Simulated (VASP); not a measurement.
# In3Sb (Pm-3m) in VASP: further runs

In3Sb is run at these levels: PBEsol; tasks: single point.

Program: VASP 6.6.1. These are calculated values, not measurements. Logs are shortened: lines on timing, memory, paths and dates and some standing lists are left out, and cuts for length are marked.

**1. The cell of the first run**

It takes space group Pm-3m (No. 221, cubic). Conventional cell: a = 4.813 Å, b = 4.813 Å, c = 4.813 Å, α = 90.00°, β = 90.00°, γ = 90.00°. Within 4.5 Å of In (site symmetry 4/mmm) lie 8 In at 3.40 Å and 4 Sb at 3.40 Å. Within 4.5 Å of Sb (site symmetry m-3m) lie 12 In at 3.40 Å.

**2. Single point, PBEsol (strained)**

Contents of INCAR:

```
  ALGO = Fast
  EDIFF = 1E-7
  ENCUT = 520
  GGA = PS
  ISIF = 2
  ISMEAR = 0
  LASPH = T
  LCHARG = F
  LREAL = F
  LWAVE = F
  NBANDS = 30
  NELM = 80
  PREC = Accurate
  SIGMA = 0.1
```

Contents of KPOINTS:

```
k-points
0
Gamma
  10 10 10
```

Contents of POSCAR:

```
In3Sb
1.0
    4.8130674077      0.0000000000      0.0000000000
    0.0000000000      4.8130674077      0.0000000000
    0.0000000000      0.0000000000      4.8130674077
In Sb
3 1
Direct
    0.5000000000      0.5000000000      0.0000000000
    0.5000000000      0.0000000000      0.5000000000
    0.0000000000      0.5000000000      0.5000000000
    0.0000000000      0.0000000000      0.0000000000
```

Potentials or basis: VASP PAW PBE potentials, release 64 (In_d, Sb).

Launch:

```
cat potpaw_PBE.64/In_d/POTCAR potpaw_PBE.64/Sb/POTCAR > POTCAR
mpirun -np 1 vasp_std > vasp.out
```

OUTCAR:

```text
EDIFF = 1E-7
   ENCUT = 520
   GGA = PS
   ISIF = 2
   ISMEAR = 0
   LASPH = T
   LREAL = F
   NELM = 80
   PREC = Accurate

 ion  position               nearest neighbor table
   1  0.500  0.500  0.000-   2 3.40   3 3.40   4 3.40   2 3.40   3 3.40   2 3.40   4 3.40   2 3.40
                             3 3.40   4 3.40   3 3.40   4 3.40
   2  0.500  0.000  0.500-   1 3.40   3 3.40   4 3.40   1 3.40   4 3.40   1 3.40   3 3.40   1 3.40
                             3 3.40   4 3.40   4 3.40   3 3.40
   3  0.000  0.500  0.500-   1 3.40   2 3.40   4 3.40   1 3.40   4 3.40   2 3.40   4 3.40   4 3.40
                             1 3.40   2 3.40   1 3.40   2 3.40
   4  0.000  0.000  0.000-   1 3.40   2 3.40   3 3.40   2 3.40   3 3.40   1 3.40   3 3.40   3 3.40
                             1 3.40   2 3.40   2 3.40   1 3.40

  LATTYP: Found a simple cubic cell.
 ALAT       =     4.8130674077

  Lattice vectors:

 A1 = (   4.8130674077,   0.0000000000,   0.0000000000)
 A2 = (   0.0000000000,   4.8130674077,   0.0000000000)
 A3 = (   0.0000000000,   0.0000000000,   4.8130674077)

Analysis of symmetry for initial positions (statically):
=====================================================================
 Subroutine PRICEL returns:
 Original cell was already a primitive cell.

 Routine SETGRP: Setting up the symmetry group for a
 simple cubic supercell.

 Subroutine GETGRP returns: Found 48 space group operations
 (whereof 48 operations were pure point group operations)
 out of a pool of 48 trial point group operations.

The static configuration has the point symmetry O_h .

Analysis of symmetry for dynamics (positions and initial velocities):
=====================================================================
 Subroutine PRICEL returns:
 Original cell was already a primitive cell.

 Routine SETGRP: Setting up the symmetry group for a
 simple cubic supercell.

 Subroutine GETGRP returns: Found 48 space group operations
 (whereof 48 operations were pure point group operations)
 out of a pool of 48 trial point group operations.

The dynamic configuration has the point symmetry O_h .

 Subroutine INISYM returns: Found 48 space group operations
 (whereof 48 operations are pure point group operations),
 and found     1 'primitive' translations

----------------------------------------------------------------------------------------

[... 95 lines left out ...]
   NELM   =     80;   NELMIN=  2; NELMDL= -5     # of ELM steps
   EDIFF  = 0.1E-06   stopping-criterion for ELM
   LREAL  =      F    real-space projection
   EDIFFG = 0.1E-05   stopping-criterion for IOM
   NSW    =      0    number of steps for IOM
   IBRION =     -1    ionic relax: 0-MD 1-quasi-New 2-CG
   NFREE  =      0    steps in history (QN), initial steepest desc. (CG)
   ISIF   =      2    stress and relaxation
   ISYM   =      2    0-nonsym 1-usesym 2-fastsym
   POTIM  = 0.5000    time-step for ionic-motion
   TEBEG  =    0.0;   TEEND  =   0.0 temperature during run
   PSTRESS=    0.0 pullay stress
   NELECT =      44.0000    total number of electrons
   NUPDOWN=      -1.0000    fix difference up-down
   EMIN   =  10.00;   EMAX   =-10.00  energy-range for DOS
   EFERMI =   0.00;   METHOD = LEGACY
   ISMEAR =     0;   SIGMA  =   0.10  broadening in eV -4-tet -1-fermi 0-gaus
   EFERMI_NEDOS =   21; number of points for ismear=-14 and -15
   IALGO  =     68    algorithm
   IMIX   =      4    mixing-type and parameters
     AMIX     =   0.40;   BMIX     =  1.00
     AMIX_MAG =   1.60;   BMIX_MAG =  1.00
  volume/ion in A,a.u.               =      27.87       188.11
  Fermi-wavevector in a.u.,A,eV,Ry     =   1.200799  2.269182 19.618500  1.441919
  Thomas-Fermi vector in A             =   2.336626
   LORBIT       =      0    0 simple, 1 ext, 2 COOP (PROOUT), +10 PAW based schemes
   GGA     = PS    functional components
   LHFCALC =     F    Hartree Fock is set to
   AEXX    =    0.0000 exact exchange contribution
   IVDW    =     0    specifies the selected vdW correction
   LEPSILON=     F    determine dielectric tensor
   LRPA    =     F    only Hartree local field effects (RPA)
 non-spin polarized calculation
 RMM-DIIS sequential band-by-band and
 Gauss-broadening in eV      SIGMA  =   0.10
  energy-cutoff  :      520.00
  volume of cell :      111.50
 maximum number of plane-waves:      3034
 NGX is ok and might be reduce to    36
   NGX = 17   NGY = 17   NGZ = 17

 number of electron      44.0000018 magnetization

 Free energy of the ion-electron system (eV)
  ---------------------------------------------------
  ext. energy  EPLUGINS =         0.00000000
  ---------------------------------------------------
  free energy    TOTEN  =       -13.37441795 eV

  energy without entropy =      -13.36159223  energy(sigma->0) =      -13.36800509

 E-fermi :   6.8216     XC(G=0): -10.1180

 val. band max:        6.8169070428   @ k =   0.2000   0.2000   0.2000
 cond. band min:       6.9062018475   @ k =   0.5000   0.3000   0.1000
 fundamental gap:      0.0892948047
 Fermi energy:         6.8216178152

 k-point     1 :       0.0000    0.0000    0.0000
  band No.  band energies     occupation
      1      -7.6690      2.00000
      2      -7.6662      2.00000
      3      -7.6662      2.00000
      4      -7.6662      2.00000
      5      -7.5330      2.00000
      6      -7.5330      2.00000
[... 781 lines left out ...]
     29      11.9328      0.00000
     30      13.9403      0.00000

 [... further k-points ...]

------------------------ aborting loop because EDIFF is reached ----------------------------------------

  FORCE on cell =-STRESS in cart. coord.  units (eV):
  Direction    XX          YY          ZZ          XY          YZ          ZX
  --------------------------------------------------------------------------------------
  -------------------------------------------------------------------------------------
  Total       -1.5555056     -1.5555056     -1.5555056      0.0000000      0.0000000     -0.0000000
  in kB      -22.3519972    -22.3519972    -22.3519972      0.0000000      0.0000000     -0.0000000
  external PRESSURE =     -22.3519972 kB  Pullay stress =       0.0000000 kB

 VOLUME and BASIS-vectors are now :
 -----------------------------------------------------------------------------
  energy-cutoff  :      520.00
  volume of cell :      111.50
      direct lattice vectors                 reciprocal lattice vectors
     4.813067408  0.000000000  0.000000000     0.207767711  0.000000000  0.000000000
     0.000000000  4.813067408  0.000000000     0.000000000  0.207767711  0.000000000
     0.000000000  0.000000000  4.813067408     0.000000000  0.000000000  0.207767711

 POSITION                                       TOTAL-FORCE (eV/Angst)
 -----------------------------------------------------------------------------------
      2.40653      2.40653      0.00000         0.000000      0.000000      0.000000
      2.40653      0.00000      2.40653         0.000000      0.000000      0.000000
      0.00000      2.40653      2.40653         0.000000      0.000000      0.000000
      0.00000      0.00000      0.00000         0.000000      0.000000      0.000000
 -----------------------------------------------------------------------------------
    total drift:                                0.000000      0.000000      0.000000

  FREE ENERGIE OF THE ION-ELECTRON SYSTEM (eV)
  ---------------------------------------------------
  free  energy   TOTEN  =       -13.3744179546 eV

  energy  without entropy=      -13.3615922273  energy(sigma->0) =      -13.36800509
```

OSZICAR:

```text
N       E                     dE             d eps       ncg     rms          rms(c)
DAV:   1     0.390153340547E+03    0.39015E+03   -0.20423E+04  3360   0.180E+03
DAV:   2     0.226880980779E+02   -0.36747E+03   -0.36043E+03  3372   0.432E+02
DAV:   3    -0.120730198649E+02   -0.34761E+02   -0.34138E+02  4084   0.153E+02
DAV:   4    -0.134327632257E+02   -0.13597E+01   -0.13574E+01  3908   0.328E+01
DAV:   5    -0.135066457120E+02   -0.73882E-01   -0.73877E-01  5054   0.637E+00    0.382E+00
RMM:   6    -0.133919252525E+02    0.11472E+00   -0.21605E-01  3711   0.467E+00    0.206E+00
RMM:   7    -0.133755029036E+02    0.16422E-01   -0.57516E-02  4169   0.188E+00    0.642E-01
RMM:   8    -0.133740562476E+02    0.14467E-02   -0.13200E-02  4461   0.105E+00    0.131E-01
RMM:   9    -0.133743638222E+02   -0.30757E-03   -0.39147E-03  5480   0.397E-01    0.135E-01
RMM:  10    -0.133744981731E+02   -0.13435E-03   -0.12687E-03  3944   0.396E-01    0.132E-01
RMM:  11    -0.133743910143E+02    0.10716E-03   -0.55558E-04  4296   0.272E-01    0.145E-02
RMM:  12    -0.133744173471E+02   -0.26333E-04   -0.27899E-04  5423   0.883E-02    0.132E-02
RMM:  13    -0.133744204885E+02   -0.31414E-05   -0.26422E-05  5550   0.331E-02    0.408E-02
RMM:  14    -0.133744179564E+02    0.25322E-05   -0.73166E-06  4209   0.213E-02    0.122E-02
RMM:  15    -0.133744186612E+02   -0.70483E-06   -0.32638E-06  5207   0.900E-03    0.194E-02
RMM:  16    -0.133744183366E+02    0.32462E-06   -0.30574E-07  2450   0.363E-03    0.104E-02
RMM:  17    -0.133744180448E+02    0.29180E-06   -0.12241E-07  2001   0.352E-03    0.126E-03
RMM:  18    -0.133744179546E+02    0.90144E-07   -0.67702E-08  1955   0.243E-03
   1 F= -.13374418E+02 E0= -.13368005E+02  d E =-.128257E-01
```

stdout:

```text
POSCAR found type information on POSCAR InSb
 POSCAR found :  2 types and       4 ions
 scaLAPACK will be used
 -----------------------------------------------------------------------------
|                                                                             |
|                                                                             |
|     You enforced a specific xc type in the INCAR file but a different       |
|     I HOPE YOU KNOW WHAT YOU ARE DOING!                                     |
|                                                                             |
 -----------------------------------------------------------------------------

 LDA part: xc-table for (Slater+PW92), standard interpolation
 POSCAR, INCAR and KPOINTS ok, starting setup
 FFT: planning ... GRIDC
 FFT: planning ... GRID_SOFT
 FFT: planning ... GRID
 WAVECAR not read
 entering main loop
WARNING in EDDRMM: call to ZHEGV failed, returncode =   8  4     30
```

Run time: 3.9 min. Hardware: 1 thread of Intel Xeon 8259CL, shared host; peak memory 0.28 GiB.

What came out:

```
Free energy            : -13.3744 eV
Pressure               : -2.2 GPa
Band gap on the k mesh : zero (bands 22 and 23 overlap by 3.61 eV)
```

Caveat: the cell differs from its parent crystal (strained); the PAW data sets were made with another functional, which shifts forces and pressure a little; spin-orbit coupling is left out, which moves the levels of the heavy elements.

**3. Single point, PBEsol (strained)**

Contents of INCAR:

```
PREC = Accurate
ENCUT = 520
EDIFF = 1E-7
ISMEAR = 0
SIGMA = 0.1
LREAL = False
LASPH = True
NELM = 80
ALGO = Fast
ISIF = 2
LWAVE = False
LCHARG = False
GGA = PS
NBANDS = 30
```

Contents of KPOINTS:

```
regular mesh
0
Gamma
  10 10 10
```

Contents of POSCAR:

```
In3Sb
1.0
    4.8839289010      0.0000000000      0.0000000000
    0.0000000000      4.8839289010      0.0000000000
    0.0000000000      0.0000000000      4.8839289010
In Sb
3 1
Direct
    0.5000000000      0.5000000000      0.0000000000
    0.5000000000      0.0000000000      0.5000000000
    0.0000000000      0.5000000000      0.5000000000
    0.0000000000      0.0000000000      0.0000000000
```

Potentials or basis: VASP PAW PBE potentials, release 64 (In_d, Sb).

Launch:

```
cat potpaw_PBE.64/In_d/POTCAR potpaw_PBE.64/Sb/POTCAR > POTCAR
mpirun -np 1 vasp_std > vasp.out
```

OUTCAR:

```text
PREC = Accurate
   ENCUT = 520
   EDIFF = 1E-7
   ISMEAR = 0
   LREAL = False
   LASPH = True
   NELM = 80
   ISIF = 2
   GGA = PS

 ion  position               nearest neighbor table
   1  0.500  0.500  0.000-   2 3.45   3 3.45   4 3.45   2 3.45   3 3.45   2 3.45   4 3.45   2 3.45
                             3 3.45   4 3.45   3 3.45   4 3.45
   2  0.500  0.000  0.500-   1 3.45   3 3.45   4 3.45   1 3.45   4 3.45   1 3.45   3 3.45   1 3.45
                             3 3.45   4 3.45   4 3.45   3 3.45
   3  0.000  0.500  0.500-   1 3.45   2 3.45   4 3.45   1 3.45   4 3.45   2 3.45   4 3.45   4 3.45
[... 998 lines left out ...]
  -------------------------------------------------------------------------------------
  Total       -2.5757695     -2.5757695     -2.5757695      0.0000000      0.0000000      0.0000000
  in kB      -35.4249766    -35.4249766    -35.4249766      0.0000000      0.0000000      0.0000000
  external PRESSURE =     -35.4249766 kB  Pullay stress =       0.0000000 kB

 VOLUME and BASIS-vectors are now :
 -----------------------------------------------------------------------------
  energy-cutoff  :      520.00
  volume of cell :      116.50
      direct lattice vectors                 reciprocal lattice vectors
     4.883928901  0.000000000  0.000000000     0.204753185  0.000000000  0.000000000
     0.000000000  4.883928901  0.000000000     0.000000000  0.204753185  0.000000000
     0.000000000  0.000000000  4.883928901     0.000000000  0.000000000  0.204753185

 POSITION                                       TOTAL-FORCE (eV/Angst)
 -----------------------------------------------------------------------------------
      2.44196      2.44196      0.00000         0.000000      0.000000      0.000000
      2.44196      0.00000      2.44196         0.000000      0.000000      0.000000
      0.00000      2.44196      2.44196         0.000000      0.000000      0.000000
      0.00000      0.00000      0.00000         0.000000      0.000000      0.000000
 -----------------------------------------------------------------------------------
    total drift:                                0.000000      0.000000      0.000000

  FREE ENERGIE OF THE ION-ELECTRON SYSTEM (eV)
  ---------------------------------------------------
  free  energy   TOTEN  =       -13.2845779966 eV

  energy  without entropy=      -13.2718350843  energy(sigma->0) =      -13.27820654
```

OSZICAR:

```text
N       E                     dE             d eps       ncg     rms          rms(c)
DAV:   1     0.391612506825E+03    0.39161E+03   -0.20360E+04  3360   0.177E+03
DAV:   2     0.234278002786E+02   -0.36818E+03   -0.36109E+03  3384   0.433E+02
DAV:   3    -0.119159860221E+02   -0.35344E+02   -0.34622E+02  4044   0.154E+02
DAV:   4    -0.133372140686E+02   -0.14212E+01   -0.14190E+01  3922   0.332E+01
DAV:   5    -0.134163808019E+02   -0.79167E-01   -0.79162E-01  5130   0.662E+00    0.348E+00
RMM:   6    -0.133004474199E+02    0.11593E+00   -0.21634E-01  3662   0.452E+00    0.187E+00
RMM:   7    -0.132857905191E+02    0.14657E-01   -0.50334E-02  4209   0.174E+00    0.666E-01
RMM:   8    -0.132842266537E+02    0.15639E-02   -0.14203E-02  4285   0.986E-01    0.120E-01
RMM:   9    -0.132844994458E+02   -0.27279E-03   -0.37704E-03  5124   0.406E-01    0.116E-01
RMM:  10    -0.132845642961E+02   -0.64850E-04   -0.66038E-04  4302   0.259E-01    0.318E-02
RMM:  11    -0.132845683878E+02   -0.40917E-05   -0.39745E-04  5045   0.137E-01    0.115E-02
RMM:  12    -0.132845766453E+02   -0.82575E-05   -0.10738E-04  5671   0.579E-02    0.145E-02
RMM:  13    -0.132845788741E+02   -0.22288E-05   -0.14750E-05  5552   0.235E-02    0.364E-02
RMM:  14    -0.132845781066E+02    0.76751E-06   -0.36562E-06  4096   0.155E-02    0.241E-02
RMM:  15    -0.132845779632E+02    0.14342E-06   -0.21500E-06  5106   0.951E-03    0.151E-02
RMM:  16    -0.132845779966E+02   -0.33418E-07   -0.29540E-07  2334   0.339E-03
   1 F= -.13284578E+02 E0= -.13278207E+02  d E =-.127429E-01
```

stdout:

```text
POSCAR found type information on POSCAR InSb
 POSCAR found :  2 types and       4 ions
 scaLAPACK will be used
 -----------------------------------------------------------------------------
|                                                                             |
|                                                                             |
|     You enforced a specific xc type in the INCAR file but a different       |
|     I HOPE YOU KNOW WHAT YOU ARE DOING!                                     |
|                                                                             |
 -----------------------------------------------------------------------------

 LDA part: xc-table for (Slater+PW92), standard interpolation
 POSCAR, INCAR and KPOINTS ok, starting setup
 FFT: planning ... GRIDC
 FFT: planning ... GRID_SOFT
 FFT: planning ... GRID
 WAVECAR not read
 entering main loop
```

It took 3.5 min on 1 thread of Intel Xeon 8259CL, shared host; peak memory 0.29 GiB.

Results:

```
Free energy            : -13.2846 eV
Pressure               : -3.5 GPa
Band gap on the k mesh : zero (bands 22 and 23 overlap by 3.40 eV)
```

Levels at points of the mesh, in eV from the Fermi level:
```tsv
k point	band 20	band 21	band 22	band 23	band 24	band 25
(0.00, 0.00, 0.00)	-2.61	-2.32	-2.32	2.32	2.32	2.32
(0.50, 0.00, 0.00)	-1.37	-1.37	-0.06	-0.06	0.27	1.21
(0.50, 0.50, 0.00)	-0.46	-0.02	0.32	0.32	1.37	1.65
(0.50, 0.50, 0.50)	-3.69	-3.69	-3.69	-2.89	5.17	5.17
```

Caveat: the cell differs from its parent crystal (strained); the cell stands under tension; the PAW data sets were made with another functional, which shifts forces and pressure a little; spin-orbit coupling is left out, which moves the levels of the heavy elements.

**4. Single point, PBEsol (strained)**

Contents of INCAR:

```
SYSTEM = In3Sb
PREC = Accurate
ENCUT = 520
EDIFF = 1E-7
ISMEAR = 0
SIGMA = 0.1
LREAL = .FALSE.
LASPH = .TRUE.
NELM = 80
ALGO = Fast
ISIF = 2
LWAVE = .FALSE.
LCHARG = .FALSE.
GGA = PS
NBANDS = 30
```

Contents of KPOINTS:

```
regular mesh
0
G
  10 10 10
  0 0 0
```

Contents of POSCAR:

```
In3Sb
1.0
    5.0162681813      0.0000000000      0.0000000000
    0.0000000000      5.0162681813      0.0000000000
    0.0000000000      0.0000000000      5.0162681813
In Sb
3 1
Direct
    0.5000000000      0.5000000000      0.0000000000
    0.5000000000      0.0000000000      0.5000000000
    0.0000000000      0.5000000000      0.5000000000
    0.0000000000      0.0000000000      0.0000000000
```

Launch:

```
cat potpaw_PBE.64/In_d/POTCAR potpaw_PBE.64/Sb/POTCAR > POTCAR
mpirun -np 1 vasp_std > vasp.out
```

Run time: 4.7 min. Hardware: 1 thread of Intel Xeon 8259CL, shared host; peak memory 0.33 GiB.

It converged, with:

| Quantity | Value |
| --- | --- |
| Free energy | -13.0146 eV |
| Pressure | -5.3 GPa |
| Band gap on the k mesh | zero (bands 22 and 23 overlap by 3.03 eV) |

Levels at points of the mesh, in eV from the Fermi level:
| k point | band 20 | band 21 | band 22 | band 23 | band 24 | band 25 |
| --- | --- | --- | --- | --- | --- | --- |
| (0.00, 0.00, 0.00) | -2.31 | -2.31 | -2.31 | 2.23 | 2.23 | 2.23 |
| (0.50, 0.00, 0.00) | -1.19 | -1.19 | 0.08 | 0.08 | 0.32 | 1.33 |
| (0.50, 0.50, 0.00) | -0.36 | 0.02 | 0.21 | 0.21 | 1.24 | 1.69 |
| (0.50, 0.50, 0.50) | -3.30 | -3.30 | -3.30 | -2.57 | 4.79 | 4.79 |

Caveat: the cell differs from its parent crystal (strained); the cell stands under tension; the PAW data sets were made with another functional, which shifts forces and pressure a little; spin-orbit coupling is left out, which moves the levels of the heavy elements.

[end of part 1 of 2]

The gap in the log of VASP goes by the Fermi energy; the results here count the filled bands.